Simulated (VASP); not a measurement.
KCl (Sylvite), 2 atoms in the cell. Symmetry: Fm-3m, No. 225, cubic system. The conventional cell has a = 6.066 Å, b = 6.066 Å, c = 6.066 Å, α = 90.00°, β = 90.00°, γ = 90.00°. Within 4.0 Å of K (site symmetry m-3m) lie 6 Cl at 3.03 Å. Within 4.0 Å of Cl (site symmetry m-3m) lie 6 K at 3.03 Å. 

| Item | Value |
| --- | --- |
| Program | VASP 6.6.1 |
| Task | single point |
| Functional | PBEsol |
| Potentials or basis | VASP PAW PBE potentials, release 64 (K_sv, Cl) |
| Cutoff | 500 eV |
| k mesh | 7 × 7 × 7 |
| Occupations | fermi-dirac, width 0.05 eV |
| Spin | no spin polarisation |
| Dipole correction | no |
| Further INCAR settings | ALGO = Normal; EDIFF = 1e-06; NBANDS = 15 |

Potentials or basis: VASP PAW PBE potentials, release 64 (K_sv, Cl).

Launch:

```sh
$ cat potpaw_PBE.64/K_sv/POTCAR potpaw_PBE.64/Cl/POTCAR > POTCAR
$ mpirun -np 1 vasp_std > vasp.out
```

Hardware: 1 thread of Intel(R) Xeon(R) 6975P-C (Granite Rapids), with other jobs on the host.

Q: Estimate the wall time of this run.

A: It took 6 s on 1 thread of Intel(R) Xeon(R) 6975P-C (Granite Rapids), on a shared host, peak memory 0.17 GiB. Counts: scf iterations 13, k points 20.
